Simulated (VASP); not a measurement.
## Y: single point with PBEsol

The system is Y.

```
Y
1.0
     3.61422    0.00000    0.00000
    -1.80711    3.13001    0.00000
     0.00000    0.00000    5.67847
Y
2
Direct
  0.33333 0.66667 0.25000
  0.66667 0.33333 0.75000
```

* Program: VASP 6.6.1
* Task: single point
* Functional: PBEsol
* Potentials or basis: VASP PAW PBE potentials, release 64 (Y_sv)
* Cutoff: 520 eV
* k mesh: 7 × 7 × 4
* Occupations: methfessel-paxton, width 0.05 eV
* Spin: no spin polarisation
* Dipole correction: no
* Further INCAR settings: ALGO = Normal; EDIFF = 1e-07; NBANDS = 18

```json
{
  "Pressure": "-0.9 GPa",
  "Band gap on the k mesh": "zero (bands 11 and 12 overlap by 1.41 eV)"
}
```

Stress tensor (GPa, compression positive):
```
-0.65  0.00  0.00
 0.00 -0.65  0.00
 0.00  0.00 -1.51
```

Levels at points of the mesh, in eV from the Fermi level:
```
           k point  band 8  band 9  band 10  band 11  band 12  band 13
(0.00, 0.00, 0.00)  -22.25   -4.77    -1.94     0.94     1.72     1.72
(0.00, 0.00, 0.50)  -22.35   -3.30    -3.30     0.92     0.92     1.64
```

Run time: 36 s on 1 thread of Intel(R) Xeon(R) Platinum 8559C (Emerald Rapids), with other jobs on the host, peak memory 0.19 GiB.

Caveat: the PAW data sets were made with another functional, which shifts forces and pressure a little.
